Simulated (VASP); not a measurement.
# Na (Im-3m) in VASP: notebook

Runs on Na. Level: r2SCAN. Tasks: single point.

Everything below comes from runs of VASP 6.6.1. Logs are shortened: lines on timing, memory, paths and dates and some standing lists are left out, and cuts for length are marked.

## 1. The cell of the first run

Symmetry: Im-3m, No. 229, cubic system. Conventional cell: a = 4.225 Å, b = 4.225 Å, c = 4.225 Å, α = 90.00°, β = 90.00°, γ = 90.00°. Na (site symmetry m-3m) has 14 Na at 3.66 to 4.22 Å within 4.8 Å.

## 2. Single point, r2SCAN

The input, POSCAR:

```
Na
1.0
   -2.1125000000      2.1125000000      2.1125000000
    2.1125000000     -2.1125000000      2.1125000000
    2.1125000000      2.1125000000     -2.1125000000
Na
1
Direct
    0.0000000000      0.0000000000      0.0000000000
```

The input, INCAR.step1:

```
ALGO = Normal
EDIFF = 1E-4
ENCUT = 520
GGA = PE
ISMEAR = 1
LASPH = True
LCHARG = False
LREAL = False
LWAVE = True
NBANDS = 10
NELM = 80
PREC = Accurate
SIGMA = 0.6
```

The input, INCAR.step2:

```
ALGO = Normal
EDIFF = 1E-7
ENCUT = 520
ISIF = 2
ISMEAR = 1
ISTART = 1
LASPH = True
LCHARG = False
LMIXTAU = True
LREAL = False
LWAVE = False
METAGGA = R2SCAN
NBANDS = 10
NELM = 80
PREC = Accurate
SIGMA = 0.6
```

The input, KPOINTS:

```
k-points
0
Gamma
  11 11 11
```

Potentials or basis: VASP PAW PBE potentials, release 64 (Na_pv).

The run is started by

```sh
$ cat potpaw_PBE.64/Na_pv/POTCAR > POTCAR
$ cp INCAR.step1 INCAR
$ mpirun -np 1 vasp_std > vasp.out
$ cp INCAR.step2 INCAR
$ mpirun -np 1 vasp_std > vasp.out
```

OUTCAR:

```text
EDIFF = 1E-7
   ENCUT = 520
   ISIF = 2
   ISMEAR = 1
   ISTART = 1
   LASPH = True
   LREAL = False
   METAGGA = R2SCAN
   NELM = 80
   PREC = Accurate

 ion  position               nearest neighbor table
   1  0.000  0.000  0.000-

  LATTYP: Found a body centered cubic cell.
 ALAT       =     4.2250000000

  Lattice vectors:

 A1 = (  -2.1125000000,   2.1125000000,   2.1125000000)
 A2 = (   2.1125000000,  -2.1125000000,   2.1125000000)
 A3 = (   2.1125000000,   2.1125000000,  -2.1125000000)

Analysis of symmetry for initial positions (statically):
=====================================================================
 Subroutine PRICEL returns:
 Original cell was already a primitive cell.

 Routine SETGRP: Setting up the symmetry group for a
 body centered cubic supercell.

 Subroutine GETGRP returns: Found 48 space group operations
 (whereof 48 operations were pure point group operations)
 out of a pool of 48 trial point group operations.

The static configuration has the point symmetry O_h .

Analysis of symmetry for dynamics (positions and initial velocities):
=====================================================================
 Subroutine PRICEL returns:
 Original cell was already a primitive cell.

 Routine SETGRP: Setting up the symmetry group for a
 body centered cubic supercell.

 Subroutine GETGRP returns: Found 48 space group operations
 (whereof 48 operations were pure point group operations)
 out of a pool of 48 trial point group operations.

The dynamic configuration has the point symmetry O_h .

 Subroutine INISYM returns: Found 48 space group operations
 (whereof 48 operations are pure point group operations),
 and found     1 'primitive' translations

----------------------------------------------------------------------------------------

                                     Primitive cell

  volume of cell :      37.7094

  direct lattice vectors                    reciprocal lattice vectors
    -2.112500000  2.112500000  2.112500000     0.000000000  0.236686391  0.236686391
     2.112500000 -2.112500000  2.112500000     0.236686391  0.000000000  0.236686391
     2.112500000  2.112500000 -2.112500000     0.236686391  0.236686391  0.000000000

  length of vectors
     3.658957331  3.658957331  3.658957331     0.334725104  0.334725104  0.334725104

  position of ions in fractional coordinates (direct lattice)
     0.000000000  0.000000000  0.000000000

[... 74 lines left out ...]
   NELM   =     80;   NELMIN=  2; NELMDL=  0     # of ELM steps
   EDIFF  = 0.1E-06   stopping-criterion for ELM
   LREAL  =      F    real-space projection
   EDIFFG = 0.1E-05   stopping-criterion for IOM
   NSW    =      0    number of steps for IOM
   IBRION =     -1    ionic relax: 0-MD 1-quasi-New 2-CG
   NFREE  =      0    steps in history (QN), initial steepest desc. (CG)
   ISIF   =      2    stress and relaxation
   ISYM   =      2    0-nonsym 1-usesym 2-fastsym
   POTIM  = 0.5000    time-step for ionic-motion
   TEBEG  =    0.0;   TEEND  =   0.0 temperature during run
   PSTRESS=    0.0 pullay stress
   NELECT =       7.0000    total number of electrons
   NUPDOWN=      -1.0000    fix difference up-down
   EMIN   =  10.00;   EMAX   =-10.00  energy-range for DOS
   EFERMI =   0.00;   METHOD = LEGACY
   ISMEAR =     1;   SIGMA  =   0.60  broadening in eV -4-tet -1-fermi 0-gaus
   EFERMI_NEDOS =   21; number of points for ismear=-14 and -15
   IALGO  =     38    algorithm
   IMIX   =      4    mixing-type and parameters
     AMIX     =   0.40;   BMIX     =  1.00
     AMIX_MAG =   1.60;   BMIX_MAG =  1.00
  volume/ion in A,a.u.               =      37.71       254.48
  Fermi-wavevector in a.u.,A,eV,Ry     =   0.933879  1.764776 11.866059  0.872131
  Thomas-Fermi vector in A             =   2.060627
   LORBIT       =      0    0 simple, 1 ext, 2 COOP (PROOUT), +10 PAW based schemes
   METAGGA = R2SCAN    functional components
   LHFCALC =     F    Hartree Fock is set to
   AEXX    =    0.0000 exact exchange contribution
   IVDW    =     0    specifies the selected vdW correction
   LEPSILON=     F    determine dielectric tensor
   LRPA    =     F    only Hartree local field effects (RPA)
 non-spin polarized calculation
 Methfessel and Paxton  Order N= 1 SIGMA  =   0.60
  energy-cutoff  :      520.00
  volume of cell :       37.71
 maximum number of plane-waves:      1027
   NGX = 13   NGY = 13   NGZ = 13

 number of electron       7.0000011 magnetization

 Free energy of the ion-electron system (eV)
  ---------------------------------------------------
  ext. energy  EPLUGINS =         0.00000000
  ---------------------------------------------------
  free energy    TOTEN  =        -3.55394750 eV

  energy without entropy =       -3.55625644  energy(sigma->0) =       -3.55471714

 E-fermi :   0.3175     XC(G=0):  -6.8706

 val. band max:        0.2664199690   @ k =  -0.3636   0.4545   0.0909
 cond. band min:       0.4096224953   @ k =   0.1818   0.1818   0.1818
 fundamental gap:      0.1432025264
 Fermi energy:         0.3174662122

 k-point     1 :       0.0000    0.0000    0.0000
  band No.  band energies     occupation
      1     -25.7257      2.00000
      2     -25.7257      2.00000
      3     -25.7254      2.00000
      4      -3.1531      2.00000
      5      12.6050      0.00000
      6      12.6056      0.00000
      7      12.6056      0.00000
      8      13.8067      0.00000
      9      13.8067      0.00000
     10      14.4149      0.00000
[... 287 lines left out ...]
 k-point    24 :       0.3636    0.1818    0.0909
  band No.  band energies     occupation
      1     -25.7533      2.00000
      2     -25.7408      2.00000
      3     -25.7309      2.00000
      4       1.6756     -0.00624
      5       2.3418     -0.00002
      6       5.1915     -0.00000
      7       7.3484     -0.00000
      8      14.4607      0.00000
      9      15.9285      0.00000
     10      17.0297      0.00000

 [... further k-points ...]
[... 5 lines left out ...]
  --------------------------------------------------------------------------------------
  -------------------------------------------------------------------------------------
  Total        0.0177796      0.0177796      0.0177796      0.0000000      0.0000000     -0.0000000
  in kB        0.7554103      0.7554103      0.7554103      0.0000000      0.0000000     -0.0000000
  external PRESSURE =       0.7554103 kB  Pullay stress =       0.0000000 kB

 VOLUME and BASIS-vectors are now :
 -----------------------------------------------------------------------------
  energy-cutoff  :      520.00
  volume of cell :       37.71
      direct lattice vectors                 reciprocal lattice vectors
    -2.112500000  2.112500000  2.112500000     0.000000000  0.236686391  0.236686391
     2.112500000 -2.112500000  2.112500000     0.236686391  0.000000000  0.236686391
     2.112500000  2.112500000 -2.112500000     0.236686391  0.236686391  0.000000000

 POSITION                                       TOTAL-FORCE (eV/Angst)
 -----------------------------------------------------------------------------------
      0.00000      0.00000      0.00000         0.000000     -0.000000      0.000000
 -----------------------------------------------------------------------------------
    total drift:                               -0.000000     -0.000000     -0.000000

  FREE ENERGIE OF THE ION-ELECTRON SYSTEM (eV)
  ---------------------------------------------------
  free  energy   TOTEN  =        -3.5539474968 eV

  energy  without entropy=       -3.5562564369  energy(sigma->0) =       -3.55471714
```

OSZICAR.step1:

```text
N       E                     dE             d eps       ncg     rms          rms(c)
DAV:   1     0.271324122167E+02    0.27132E+02   -0.38712E+03  1122   0.591E+02
DAV:   2    -0.752614009188E+00   -0.27885E+02   -0.27756E+02  1152   0.142E+02
DAV:   3    -0.130686579197E+01   -0.55425E+00   -0.55395E+00  1394   0.223E+01
DAV:   4    -0.131126149132E+01   -0.43957E-02   -0.43954E-02  1296   0.191E+00
DAV:   5    -0.131132685866E+01   -0.65367E-04   -0.65367E-04  1334   0.232E-01    0.204E-01
DAV:   6    -0.131097401296E+01    0.35285E-03   -0.48504E-04  1312   0.263E-01    0.137E-01
DAV:   7    -0.131073168407E+01    0.24233E-03   -0.99168E-04  1248   0.314E-01    0.159E-02
DAV:   8    -0.131072403673E+01    0.76473E-05   -0.43631E-05   710   0.111E-01
   1 F= -.13107240E+01 E0= -.13112492E+01  d E =0.157534E-02
```

Wall time 2.4 min (1 thread of Intel Xeon 8259CL, shared host); peak memory 0.16 GiB.

What came out:

```yaml
Free_energy: -3.5539 eV
Pressure: 0.1 GPa
Band_gap_on_the_k_mesh: zero (an odd number of electrons rules out a gap without spin polarisation)
```

Levels at points of the mesh, in eV from the Fermi level:
```
           k point  band 1  band 2  band 3  band 4  band 5  band 6
(0.00, 0.00, 0.00)  -26.04  -26.04  -26.04   -3.47   12.29   12.29
```

Caveat: so wide a smearing shifts energies and pressures; the PAW data sets were made with another functional, which shifts forces and pressure a little.

## 3. Single point, r2SCAN

POSCAR is that of step 2.

The input, INCAR.step1:

```
PREC = Accurate ; ENCUT = 520
ISMEAR = 1 ; SIGMA = 1.0
LREAL = F ; LASPH = T
NELM = 80 ; NBANDS = 10
GGA = PE ; ALGO = Normal
EDIFF = 1E-4 ; LWAVE = T
LCHARG = F
```

The input, INCAR.step2:

```
PREC = Accurate ; ENCUT = 520
EDIFF = 1E-6 ; ISMEAR = 1
SIGMA = 1.0 ; LREAL = F
LASPH = T ; NELM = 80
ALGO = Normal ; ISIF = 2
LWAVE = F ; LCHARG = F
METAGGA = R2SCAN ; LMIXTAU = T
NBANDS = 10 ; ISTART = 1
```

The input, KPOINTS:

```
regular mesh
0
Gamma
  11 11 11
```

Potentials or basis: VASP PAW PBE potentials, release 64 (Na_pv).

The run is started by

```sh
$ cat potpaw_PBE.64/Na_pv/POTCAR > POTCAR
$ cp INCAR.step1 INCAR
$ mpirun -np 1 vasp_std > vasp.out
$ cp INCAR.step2 INCAR
$ mpirun -np 1 vasp_std > vasp.out
```

It took 1.8 min on 1 thread of Intel Xeon 8259CL, shared host; peak memory 0.16 GiB.

Results (log left out):

| Property | Result |
| --- | --- |
| Free energy | -3.5546 eV |
| Pressure | 0.1 GPa |
| Band gap on the k mesh | zero (an odd number of electrons rules out a gap without spin polarisation) |

Levels at points of the mesh, in eV from the Fermi level:
| k point | band 1 | band 2 | band 3 | band 4 | band 5 | band 6 | band 7 |
| --- | --- | --- | --- | --- | --- | --- | --- |
| (0.00, 0.00, 0.00) | -26.02 | -26.02 | -26.02 | -3.45 | 12.31 | 12.31 | 12.31 |

Caveat: so wide a smearing shifts energies and pressures; the PAW data sets were made with another functional, which shifts forces and pressure a little.

## 4. Single point, r2SCAN

POSCAR is that of step 3.

The input, INCAR.step1:

```
  PREC = Accurate
  ENCUT = 520
  ISMEAR = 1
  SIGMA = 0.01
  LREAL = F
  LASPH = T
  NELM = 80
  NBANDS = 10
  GGA = PE
  ALGO = Normal
  EDIFF = 1E-4
  LWAVE = T
  LCHARG = F
```

The input, INCAR.step2:

```
  PREC = Accurate
  ENCUT = 520
  EDIFF = 1E-7
  ISMEAR = 1
  SIGMA = 0.01
  LREAL = F
  LASPH = T
  NELM = 80
  ALGO = Normal
  ISIF = 2
  LWAVE = F
  LCHARG = F
  METAGGA = R2SCAN
  LMIXTAU = T
  NBANDS = 10
  ISTART = 1
```

KPOINTS is that of step 3.

The run is started by

```sh
$ cat potpaw_PBE.64/Na_pv/POTCAR > POTCAR
$ cp INCAR.step1 INCAR
$ mpirun -np 1 vasp_std > vasp.out
$ cp INCAR.step2 INCAR
$ mpirun -np 1 vasp_std > vasp.out
```

Run time: 1.8 min. Hardware: 1 thread of Intel Xeon 8259CL, shared host; peak memory 0.16 GiB.

Results (log left out):

| Item | Value |
| --- | --- |
| Free energy | -3.5564 eV |
| Pressure | 0.1 GPa |
| Band gap on the k mesh | zero (an odd number of electrons rules out a gap without spin polarisation) |

Levels at points of the mesh, in eV from the Fermi level:
```csv
k point,band 1,band 2,band 3,band 4,band 5,band 6,band 7
"(0.00, 0.00, 0.00)",-26.00,-26.00,-26.00,-3.42,12.33,12.33,12.33
```

Caveat: the PAW data sets were made with another functional, which shifts forces and pressure a little.

## 5. Summary

| smearing | gap on the mesh (eV) | pressure (GPa) |
| --- | --- | --- |
| methfessel-paxton 0.6 eV | none | 0.1 |
| methfessel-paxton 1 eV | none | 0.1 |
| methfessel-paxton 0.01 eV | none | 0.1 |

Alike in all rows: task single point; level r2SCAN; potentials or basis VASP PAW PBE potentials, release 64 (Na_pv); no spin polarisation; cell as given; k mesh 11 × 11 × 11; cutoff (eV) 520.

Caveats: the PAW data sets were made with another functional, which shifts forces and pressure a little; so wide a smearing shifts energies and pressures (at least some runs).

Absolute energies hang on the potentials; compare differences alone.
